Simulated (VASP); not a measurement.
# Cs2SnI6 (Fm-3m) in VASP: a series of runs

Runs on Cs2SnI6. Level: PBE. Tasks: single point, relaxation of cell and atoms.

Everything below comes from runs of VASP 6.6.1. Logs are shortened: lines on timing, memory, paths and dates and some standing lists are left out, and cuts for length are marked.

**Measured values to compare with.**

“Changes in charge density vs changes in formal oxidation states: The case of Sn halide perovskites and their ordered vacancy analogues”, 2017, arxiv:1705.01565 reports, for a powder of Cs2SnI6: band gap 1.3 eV (optical).

The results are compared with them further down.

### Step 1. The cell of the first run

The structure is cubic, space group Fm-3m (No. 225). The conventional cell has a = 12.039 Å, b = 12.039 Å, c = 12.039 Å, α = 90.00°, β = 90.00°, γ = 90.00°. Cs (site symmetry -43m) has 12 I at 4.26 Å and 4 Sn at 5.21 Å within 5.6 Å. Sn (site symmetry m-3m) has 6 I at 2.91 Å within 3.8 Å. Within 3.8 Å of I (site symmetry 4mm) lie 1 Sn at 2.91 Å.

### Step 2. Single point, PBE

Contents of INCAR:

```
SYSTEM = Cs2SnI6
PREC = Accurate ; ENCUT = 500
EDIFF = 1E-6 ; ISMEAR = 0
SIGMA = 0.05 ; LREAL = .False.
LASPH = .True. ; NELM = 120
ALGO = Normal ; ISIF = 2
LWAVE = .False. ; LCHARG = .False.
GGA = PE ; NBANDS = 47
GGA_COMPAT = .False.
```

Contents of KPOINTS:

```
regular mesh
0
Gamma
  4 4 4
  0 0 0
```

Contents of POSCAR:

```
Cs2SnI6
1.0
    0.0000000000      6.0195734652      6.0195734652
    6.0195734652      0.0000000000      6.0195734652
    6.0195734652      6.0195734652      0.0000000000
Cs Sn I
2 1 6
Direct
    0.2500000000      0.2500000000      0.2500000000
    0.7500000000      0.7500000000      0.7500000000
    0.0000000000      0.0000000000      0.0000000000
    0.7582198616      0.2417801384      0.2417801384
    0.2417801384      0.7582198616      0.2417801384
    0.2417801384      0.7582198616      0.7582198616
    0.7582198616      0.2417801384      0.7582198616
    0.2417801384      0.2417801384      0.7582198616
    0.7582198616      0.7582198616      0.2417801384
```

Potentials or basis: VASP PAW PBE potentials, release 64 (Cs_sv, Sn_d, I).

Run with:

```bash
$ cat potpaw_PBE.64/Cs_sv/POTCAR potpaw_PBE.64/Sn_d/POTCAR potpaw_PBE.64/I/POTCAR > POTCAR
$ mpirun -np 1 vasp_std > vasp.out
```

OUTCAR:

```text
SYSTEM = Cs2SnI6
   PREC = Accurate
   ENCUT = 500
   EDIFF = 1E-6
   ISMEAR = 0
   LREAL = .False.
   LASPH = .True.
   NELM = 120
   ISIF = 2
   GGA = PE

 ion  position               nearest neighbor table
   1  0.250  0.250  0.250-
   2  0.750  0.750  0.750-
   3  0.000  0.000  0.000-   4 2.91   5 2.91   6 2.91   7 2.91   8 2.91   9 2.91
   4  0.758  0.242  0.242-   3 2.91
   5  0.242  0.758  0.242-   3 2.91
   6  0.242  0.758  0.758-   3 2.91
   7  0.758  0.242  0.758-   3 2.91
   8  0.242  0.242  0.758-   3 2.91
   9  0.758  0.758  0.242-   3 2.91

  LATTYP: Found a face centered cubic cell.
 ALAT       =    12.0391469304

  Lattice vectors:

 A1 = (   0.0000000000,   6.0195734652,   6.0195734652)
 A2 = (   6.0195734652,   0.0000000000,   6.0195734652)
 A3 = (   6.0195734652,   6.0195734652,   0.0000000000)

Analysis of symmetry for initial positions (statically):
=====================================================================
 Subroutine PRICEL returns:
 Original cell was already a primitive cell.

 Routine SETGRP: Setting up the symmetry group for a
 face centered cubic supercell.

 Subroutine GETGRP returns: Found 48 space group operations
 (whereof 48 operations were pure point group operations)
 out of a pool of 48 trial point group operations.

The static configuration has the point symmetry O_h .

Analysis of symmetry for dynamics (positions and initial velocities):
=====================================================================
 Subroutine PRICEL returns:
 Original cell was already a primitive cell.

 Routine SETGRP: Setting up the symmetry group for a
 face centered cubic supercell.

 Subroutine GETGRP returns: Found 48 space group operations
 (whereof 48 operations were pure point group operations)
 out of a pool of 48 trial point group operations.

The dynamic configuration has the point symmetry O_h .

 Subroutine INISYM returns: Found 48 space group operations
 (whereof 48 operations are pure point group operations),
 and found     1 'primitive' translations

----------------------------------------------------------------------------------------

                                     Primitive cell

  volume of cell :     436.2417

  direct lattice vectors                    reciprocal lattice vectors
     0.000000000  6.019573465  6.019573465    -0.083062364  0.083062364  0.083062364
     6.019573465  0.000000000  6.019573465     0.083062364 -0.083062364  0.083062364
     6.019573465  6.019573465  0.000000000     0.083062364  0.083062364 -0.083062364

  length of vectors
     8.512962434  8.512962434  8.512962434     0.143868234  0.143868234  0.143868234

  position of ions in fractional coordinates (direct lattice)
     0.250000000  0.250000000  0.250000000
     0.750000000  0.750000000  0.750000000
     0.000000000  0.000000000  0.000000000
     0.758219862  0.241780138  0.241780138
     0.241780138  0.758219862  0.241780138
     0.241780138  0.758219862  0.758219862
     0.758219862  0.241780138  0.758219862
     0.241780138  0.241780138  0.758219862
     0.758219862  0.758219862  0.241780138

  ion indices of the primitive-cell ions
   primitive index   ion index
                 1           1
                 2           2
                 3           3
                 4           4
                 5           5
                 6           6
                 7           7
                 8           8
                 9           9

----------------------------------------------------------------------------------------

 KPOINTS: regular mesh

Automatic generation of k-mesh.
 Grid dimensions read from file:
 generate k-points for:    4    4    4

 Generating k-lattice:

  Cartesian coordinates                     Fractional coordinates (reciprocal lattice)
    -0.020765591  0.020765591  0.020765591     0.250000000  0.000000000  0.000000000
     0.020765591 -0.020765591  0.020765591     0.000000000  0.250000000  0.000000000
     0.020765591  0.020765591 -0.020765591     0.000000000  0.000000000  0.250000000

  Length of vectors
     0.035967058  0.035967058  0.035967058

  Shift w.r.t. Gamma in fractional coordinates (k-lattice)
     0.000000000  0.000000000  0.000000000

 Subroutine IBZKPT returns following result:
 ===========================================

 Found      8 irreducible k-points:

 Following reciprocal coordinates:
            Coordinates               Weight
  0.000000  0.000000  0.000000      1.000000
  0.250000  0.000000  0.000000      8.000000
  0.500000  0.000000  0.000000      4.000000
  0.250000  0.250000  0.000000      6.000000
  0.500000  0.250000  0.000000     24.000000
 -0.250000  0.250000  0.000000     12.000000
  0.500000  0.500000  0.000000      3.000000
 -0.250000  0.500000  0.250000      6.000000
   k-points           NKPTS =      8   k-points in BZ     NKDIM =      8   number of bands    NBANDS=     47
   number of dos      NEDOS =    301   number of ions     NIONS =      9
   total plane-waves  NPLWV = 262144
   dimension x,y,z NGX =    64 NGY =   64 NGZ =   64
   dimension x,y,z NGXF=   128 NGYF=  128 NGZF=  128
   ions per type =               2   1   6
   NGX,Y,Z   is equivalent  to a cutoff of  12.50, 12.50, 12.50 a.u.
   NGXF,Y,Z  is equivalent  to a cutoff of  25.00, 25.00, 25.00 a.u.
 SYSTEM =  Cs2SnI6
   PREC   = accura    normal or accurate (medium, high low for compatibility)
   ISTART =      0    job   : 0-new  1-cont  2-samecut
   ICHARG =      2    charge: 1-file 2-atom 10-const
   ISPIN  =      1    spin polarized calculation?
   LNONCOLLINEAR =      F non collinear calculations
   LSORBIT =      F    spin-orbit coupling
   LASPH  =      T    aspherical Exc in radial PAW
   ENCUT  =  500.0 eV  36.75 Ry    6.06 a.u.  15.52 15.52 15.52*2*pi/ulx,y,z
   NELM   =    120;   NELMIN=  2; NELMDL= -5     # of ELM steps
   EDIFF  = 0.1E-05   stopping-criterion for ELM
   LREAL  =      F    real-space projection
   EDIFFG = 0.1E-04   stopping-criterion for IOM
   NSW    =      0    number of steps for IOM
   IBRION =     -1    ionic relax: 0-MD 1-quasi-New 2-CG
   NFREE  =      0    steps in history (QN), initial steepest desc. (CG)
   ISIF   =      2    stress and relaxation
   ISYM   =      2    0-nonsym 1-usesym 2-fastsym
   POTIM  = 0.5000    time-step for ionic-motion
   TEBEG  =    0.0;   TEEND  =   0.0 temperature during run
   PSTRESS=    0.0 pullay stress
   NELECT =      74.0000    total number of electrons
   NUPDOWN=      -1.0000    fix difference up-down
   EMIN   =  10.00;   EMAX   =-10.00  energy-range for DOS
   EFERMI =   0.00;   METHOD = LEGACY
   ISMEAR =     0;   SIGMA  =   0.05  broadening in eV -4-tet -1-fermi 0-gaus
   EFERMI_NEDOS =   21; number of points for ismear=-14 and -15
   IALGO  =     38    algorithm
   IMIX   =      4    mixing-type and parameters
     AMIX     =   0.40;   BMIX     =  1.00
     AMIX_MAG =   1.60;   BMIX_MAG =  1.00
  volume/ion in A,a.u.               =      48.47       327.10
  Fermi-wavevector in a.u.,A,eV,Ry     =   0.906240  1.712544 11.174059  0.821270
  Thomas-Fermi vector in A             =   2.029904
   LORBIT       =      0    0 simple, 1 ext, 2 COOP (PROOUT), +10 PAW based schemes
   GGA     = PE    functional components
   LHFCALC =     F    Hartree Fock is set to
   AEXX    =    0.0000 exact exchange contribution
   IVDW    =     0    specifies the selected vdW correction
   LEPSILON=     F    determine dielectric tensor
   LRPA    =     F    only Hartree local field effects (RPA)
 non-spin polarized calculation
 Gauss-broadening in eV      SIGMA  =   0.05
  energy-cutoff  :      500.00
  volume of cell :      436.24
 maximum number of plane-waves:     11096
 NGX is ok and might be reduce to    64
   NGX = 31   NGY = 31   NGZ = 31

 number of electron      74.0000011 magnetization

 Free energy of the ion-electron system (eV)
  ---------------------------------------------------
  ext. energy  EPLUGINS =         0.00000000
  ---------------------------------------------------
  free energy    TOTEN  =       -22.98186748 eV

  energy without entropy =      -22.98186508  energy(sigma->0) =      -22.98186628

 E-fermi :   1.2381     XC(G=0):  -7.4916

 val. band max:        1.1016472757   @ k =   0.0000   0.0000   0.0000
 cond. band min:       1.3602580820   @ k =   0.0000   0.0000   0.0000
 fundamental gap:      0.2586108063
 Fermi energy:         1.2380501355

 k-point     1 :       0.0000    0.0000    0.0000
  band No.  band energies     occupation
      1     -20.2502      2.00000
      2     -20.2502      2.00000
      3     -20.2083      2.00000
      4     -20.2083      2.00000
      5     -20.2083      2.00000
      6     -19.3912      2.00000
[... 39 lines left out ...]
     46       6.3866      0.00000
     47       6.3866      0.00000

 k-point     2 :       0.2500    0.0000    0.0000
  band No.  band energies     occupation
      1     -20.2502      2.00000
      2     -20.2502      2.00000
      3     -20.2083      2.00000
      4     -20.2083      2.00000
      5     -20.2083      2.00000
      6     -19.3909      2.00000
[... 39 lines left out ...]
     46       6.7287      0.00000
     47       6.7968      0.00000

 k-point     3 :       0.5000    0.0000    0.0000
  band No.  band energies     occupation
      1     -20.2502      2.00000
      2     -20.2502      2.00000
      3     -20.2083      2.00000
      4     -20.2083      2.00000
      5     -20.2083      2.00000
      6     -19.3902      2.00000
[... 39 lines left out ...]
     46       6.8308      0.00000
     47       6.8308      0.00000

 k-point     4 :       0.2500    0.2500    0.0000
  band No.  band energies     occupation
      1     -20.2502      2.00000
      2     -20.2502      2.00000
      3     -20.2083      2.00000
      4     -20.2083      2.00000
      5     -20.2083      2.00000
      6     -19.3909      2.00000
[... 39 lines left out ...]
     46       6.6217      0.00000
     47       6.9849      0.00000

 k-point     5 :       0.5000    0.2500    0.0000
  band No.  band energies     occupation
      1     -20.2502      2.00000
      2     -20.2502      2.00000
      3     -20.2083      2.00000
      4     -20.2083      2.00000
      5     -20.2083      2.00000
      6     -19.3904      2.00000
[... 39 lines left out ...]
     46       7.0189      0.00000
     47       7.2947      0.00000

 k-point     6 :      -0.2500    0.2500    0.0000
  band No.  band energies     occupation
      1     -20.2502      2.00000
      2     -20.2502      2.00000
      3     -20.2083      2.00000
      4     -20.2083      2.00000
      5     -20.2083      2.00000
      6     -19.3905      2.00000
[... 39 lines left out ...]
     46       7.0174      0.00000
     47       7.1393      0.00000

 k-point     7 :       0.5000    0.5000    0.0000
  band No.  band energies     occupation
      1     -20.2502      2.00000
      2     -20.2502      2.00000
      3     -20.2083      2.00000
      4     -20.2083      2.00000
      5     -20.2083      2.00000
      6     -19.3905      2.00000
[... 39 lines left out ...]
     46       7.1489      0.00000
     47       7.3481      0.00000

 k-point     8 :      -0.2500    0.5000    0.2500
  band No.  band energies     occupation
      1     -20.2502      2.00000
      2     -20.2502      2.00000
      3     -20.2083      2.00000
      4     -20.2083      2.00000
      5     -20.2083      2.00000
      6     -19.3902      2.00000
[... 39 lines left out ...]
     46       7.2096      0.00000
     47       7.2164      0.00000

------------------------ aborting loop because EDIFF is reached ----------------------------------------

  FORCE on cell =-STRESS in cart. coord.  units (eV):
  Direction    XX          YY          ZZ          XY          YZ          ZX
  --------------------------------------------------------------------------------------
  -------------------------------------------------------------------------------------
  Total        0.0197024      0.0197024      0.0197024      0.0000000     -0.0000000      0.0000000
  in kB        0.0723608      0.0723608      0.0723608      0.0000000     -0.0000000      0.0000000
  external PRESSURE =       0.0723608 kB  Pullay stress =       0.0000000 kB

 VOLUME and BASIS-vectors are now :
 -----------------------------------------------------------------------------
  energy-cutoff  :      500.00
  volume of cell :      436.24
      direct lattice vectors                 reciprocal lattice vectors
     0.000000000  6.019573465  6.019573465    -0.083062364  0.083062364  0.083062364
     6.019573465  0.000000000  6.019573465     0.083062364 -0.083062364  0.083062364
     6.019573465  6.019573465  0.000000000     0.083062364  0.083062364 -0.083062364

 POSITION                                       TOTAL-FORCE (eV/Angst)
 -----------------------------------------------------------------------------------
      3.00979      3.00979      3.00979         0.000000     -0.000000      0.000000
      9.02936      9.02936      9.02936         0.000000      0.000000      0.000000
      0.00000      0.00000      0.00000         0.000000     -0.000000      0.000000
      2.91083      6.01957      6.01957        -0.002336     -0.000000      0.000000
      6.01957      2.91083      6.01957         0.000000     -0.002336      0.000000
      9.12832      6.01957      6.01957         0.002336     -0.000000      0.000000
      6.01957      9.12832      6.01957         0.000000      0.002336      0.000000
      6.01957      6.01957      2.91083         0.000000     -0.000000     -0.002336
      6.01957      6.01957      9.12832         0.000000     -0.000000      0.002336
 -----------------------------------------------------------------------------------
    total drift:                                0.000000      0.000000      0.000000

  FREE ENERGIE OF THE ION-ELECTRON SYSTEM (eV)
  ---------------------------------------------------
  free  energy   TOTEN  =       -22.9818674753 eV

  energy  without entropy=      -22.9818650802  energy(sigma->0) =      -22.98186628
```

Run time: 2.1 min. Hardware: 1 thread of Intel Xeon 6975P-C (Granite Rapids), shared host; peak memory 0.67 GiB.

What came out:

| Quantity | Value |
| --- | --- |
| Free energy | -22.9819 eV |
| Pressure | 0.0 GPa |
| Band gap on the k mesh | 0.26 eV, direct |

Forces on the atoms (eV/Å):
```
Cs   0.000  0.000  0.000
Cs   0.000  0.000  0.000
Sn   0.000  0.000  0.000
I   -0.002  0.000  0.000
I    0.000 -0.002  0.000
I    0.002  0.000  0.000
I    0.000  0.002  0.000
I    0.000  0.000 -0.002
I    0.000  0.000  0.002
```

Levels at points of the mesh, in eV from the valence-band top:
| k point | band 33 | band 34 | band 35 | band 36 | band 37 | band 38 | band 39 | band 40 | band 41 | band 42 |
| --- | --- | --- | --- | --- | --- | --- | --- | --- | --- | --- |
| (0.00, 0.00, 0.00) | -0.44 | -0.44 | 0.00 | 0.00 | 0.00 | 0.26 | 4.02 | 4.02 | 4.02 | 4.03 |
| (0.50, 0.00, 0.00) | -0.42 | -0.42 | -0.28 | -0.25 | -0.25 | 1.04 | 3.56 | 4.93 | 4.93 | 5.11 |
| (0.50, 0.50, 0.00) | -0.75 | -0.61 | -0.61 | -0.60 | -0.02 | 1.30 | 4.47 | 4.47 | 4.66 | 5.77 |

Caveat: spin-orbit coupling is left out, which moves the levels of the heavy elements.

### Step 3. Relaxation of cell and atoms, PBE

This run uses another cell than the first one, of 43.67 Å³/atom, 0.901 times its volume.

Contents of INCAR:

```
  PREC = Accurate
  ENCUT = 500
  EDIFF = 1E-7
  ISMEAR = 0
  SIGMA = 0.05
  LREAL = F
  LASPH = T
  NELM = 120
  ALGO = Normal
  ISIF = 3
  LWAVE = F
  LCHARG = F
  GGA = PE
  IBRION = 2
  NSW = 80
  EDIFFG = -0.01
  GGA_COMPAT = F
  NELMIN = 4
```

Contents of KPOINTS:

```
Automatic mesh
0
Gamma
  4 4 4
```

Contents of POSCAR:

```
Cs2SnI6
1.0
    0.0000000000      5.8138000000      5.8138000000
    5.8138000000      0.0000000000      5.8138000000
    5.8138000000      5.8138000000      0.0000000000
Cs Sn I
2 1 6
Direct
    0.2500000000      0.2500000000      0.2500000000
    0.7500000000      0.7500000000      0.7500000000
    0.0000000000      0.0000000000      0.0000000000
    0.7546400000      0.2453600000      0.2453600000
    0.2453600000      0.7546400000      0.2453600000
    0.2453600000      0.7546400000      0.7546400000
    0.7546400000      0.2453600000      0.7546400000
    0.2453600000      0.2453600000      0.7546400000
    0.7546400000      0.7546400000      0.2453600000
```

Potentials or basis: VASP PAW PBE potentials, release 64 (Cs_sv, Sn_d, I).

Run with:

```bash
$ cat potpaw_PBE.64/Cs_sv/POTCAR potpaw_PBE.64/Sn_d/POTCAR potpaw_PBE.64/I/POTCAR > POTCAR
$ mpirun -np 1 vasp_std > vasp.out
```

It took 7.6 min on 1 thread of Intel Xeon 6975P-C (Granite Rapids), shared host; peak memory 0.6 GiB.

The run converged. Its results:

* Free energy: -22.9797 eV
* Relaxed volume: 48.48 Å³/atom
* Relaxed cell: a = 8.514 Å, b = 8.514 Å, c = 8.514 Å, α = 60.00°, β = 60.00°, γ = 60.00°
* Space group after relaxing (to 0.05 Å): Fm-3m (No. 225)
* Energy gained by relaxing: 17.8 meV/atom
* Ionic steps: 7
* Pressure after relaxing: 0.0 GPa
* Largest force after relaxing: 0.009 eV/Å
* Band gap on the k mesh: 0.27 eV, direct

Forces in eV/Å, atoms in the order of the input:
```
Cs   0.000  0.000  0.000
Cs   0.000  0.000  0.000
Sn   0.000  0.000  0.000
I    0.009  0.000  0.000
I    0.000  0.009  0.000
I   -0.009  0.000  0.000
I    0.000 -0.009  0.000
I    0.000  0.000  0.009
I    0.000  0.000 -0.009
```

Step by step:
| step | energy change (eV) | largest force (eV/Å) | pressure (GPa) | volume (Å³) |
| --- | --- | --- | --- | --- |
| 1 | 0.0000 | 0.2796 | 1.58 | 393.02 |
| 2 | -0.1319 | 0.1166 | 0.13 | 418.09 |
| 3 | -0.1321 | 0.1341 | 0.06 | 419.48 |
| 4 | -0.1376 | 0.1225 | 0.05 | 421.23 |
| 5 | -0.1506 | 0.0826 | 0.03 | 426.50 |
| 6 | -0.1601 | 0.0173 | 0.03 | 437.17 |
| 7 | -0.1601 | 0.0094 | 0.03 | 436.33 |

Final structure:
```yaml
crystal:
  lattice:
    - [0.00000, 6.01997, 6.01997]
    - [6.01997, 0.00000, 6.01997]
    - [6.01997, 6.01997, 0.00000]
  atoms:
    - { symbol: Cs, position: [0.25000, 0.25000, 0.25000] }
    - { symbol: Cs, position: [0.75000, 0.75000, 0.75000] }
    - { symbol: Sn, position: [0.00000, 0.00000, 0.00000] }
    - { symbol: I, position: [0.75840, 0.24160, 0.24160] }
    - { symbol: I, position: [0.24160, 0.75840, 0.24160] }
    - { symbol: I, position: [0.24160, 0.75840, 0.75840] }
    - { symbol: I, position: [0.75840, 0.24160, 0.75840] }
    - { symbol: I, position: [0.24160, 0.24160, 0.75840] }
    - { symbol: I, position: [0.75840, 0.75840, 0.24160] }
```

Levels at points of the mesh, in eV from the valence-band top:
```tsv
k point	band 35	band 36	band 37	band 38	band 39	band 40
(0.00, 0.00, 0.00)	0.00	0.00	0.00	0.27	4.03	4.03
(0.50, 0.00, 0.00)	-0.28	-0.25	-0.25	1.05	3.56	4.93
(0.50, 0.50, 0.00)	-0.61	-0.61	-0.02	1.30	4.47	4.47
```

Caveat: spin-orbit coupling is left out, which moves the levels of the heavy elements; the volume moved by +11 % from the deposited cell, more than functionals usually miss. A k mesh can miss the band edges.

(Part 1 of 2 ends here.)
